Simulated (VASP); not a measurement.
# Pb: single point with PBEsol

Crystal: Pb.

```
Pb
1.0
     0.00000    2.34631    2.53154
     2.34631    0.00000    2.53154
     2.34631    2.34631    0.00000
Pb
1
Direct
  0.00000 0.00000 0.00000
```

This cell differs from its parent crystal: strain -0.050 along x and y, +0.025 along z.

```json
{
 "Program": "VASP 6.6.1",
 "Task": "single point",
 "Functional": "PBEsol",
 "Potentials or basis": "VASP PAW PBE potentials, release 64 (Pb_d)",
 "Cutoff": "520 eV",
 "k mesh": "16 × 16 × 16",
 "Occupations": "gaussian, width 0.15 eV",
 "Spin": "no spin polarisation",
 "Dipole correction": "no",
 "Further INCAR settings": "ALGO = Normal; EDIFF = 1e-07; NBANDS = 13"
}
```

```
Pressure               : 4.2 GPa
Band gap on the k mesh : zero (band 7 reaches 16.14 eV, above the bottom of band 8 at 5.98 eV)
```

Stress tensor (GPa, compression positive):
```
4.76 0.00 0.00
0.00 4.76 0.00
0.00 0.00 3.00
```

Levels at points of the mesh, in eV from the Fermi level:
```
           k point  band 5  band 6  band 7  band 8  band 9  band 10
(0.00, 0.00, 0.00)  -16.87  -12.42    8.01    8.01    8.14     9.82
(0.50, 0.00, 0.00)  -16.73   -8.25   -4.70    5.19    6.73     9.45
(0.50, 0.50, 0.00)  -16.72   -7.30   -4.09    2.77    2.77     6.27
(0.50, 0.00, 0.50)  -16.66   -6.30   -3.45    1.53    2.05     5.31
```

It took 47 s on 1 thread of Intel(R) Xeon(R) 6975P-C (Granite Rapids), with other jobs on the host, peak memory 0.25 GiB.

Caveat: the cell differs from its parent crystal (strain -0.050 along x and y, +0.025 along z); the PAW data sets were made with another functional, which shifts forces and pressure a little; spin-orbit coupling is left out, which moves the levels of the heavy elements.
